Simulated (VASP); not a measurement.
A run of VASP 6.6.1:

File INCAR:

```
SYSTEM = Cr2CuO4
  ALGO = Normal
  EDIFF = 1E-7
  ENCUT = 520
  GGA = PS
  ISIF = 2
  ISMEAR = 1
  LASPH = .True.
  LCHARG = .False.
  LDAU = .True.
  LDAUJ = 0 0 0
  LDAUL = 2 2 -1
  LDAUPRINT = 1
  LDAUTYPE = 2
  LDAUU = 5.47 3.22 0
  LMAXMIX = 4
  LREAL = .False.
  LWAVE = .False.
  NBANDS = 72
  NELM = 150
  PREC = Accurate
  SIGMA = 0.0143
```

File KPOINTS:

```
k-points
0
Gamma
  6 6 6
  0 0 0
```

POSCAR

```
Cr2CuO4
1.0
   -3.0158242800      3.0158242800      3.8928178400
    3.0158242800     -3.0158242800      3.8928178400
    3.0158242800      3.0158242800     -3.8928178400
Cu Cr O
2 4 8
Direct
    0.1250000000      0.8750000000      0.2500000000
    0.8750000000      0.1250000000      0.7500000000
    0.0000000000      0.5000000000      0.5000000000
    0.5000000000      0.5000000000      0.5000000000
    0.5000000000      0.5000000000      0.0000000000
    0.5000000000      0.0000000000      0.0000000000
    0.7152000000      0.2480000000      0.4672000000
    0.2480000000      0.2808000000      0.5328000000
    0.2808000000      0.2480000000      0.0328000000
    0.2480000000      0.7152000000      0.9672000000
    0.2848000000      0.7520000000      0.5328000000
    0.7520000000      0.2848000000      0.0328000000
    0.7192000000      0.7520000000      0.9672000000
    0.7520000000      0.7192000000      0.4672000000
```

Potentials or basis: VASP PAW PBE potentials, release 64 (Cu, Cr_pv, O).

The run is started by

```console
$ cat potpaw_PBE.64/Cu/POTCAR potpaw_PBE.64/Cr_pv/POTCAR potpaw_PBE.64/O/POTCAR > POTCAR
$ mpirun -np 1 vasp_std > vasp.out
```

Hardware: 1 thread of AMD EPYC 7R43 64-Core Processor (Zen 3), with other jobs on the host.

Problem. How long does it take, and how much memory?

Solution. It took 47 min on 1 thread of AMD EPYC 7R43 64-Core Processor (Zen 3) (shared host), peak memory 0.41 GiB. Counts: scf iterations 53, k points 30.
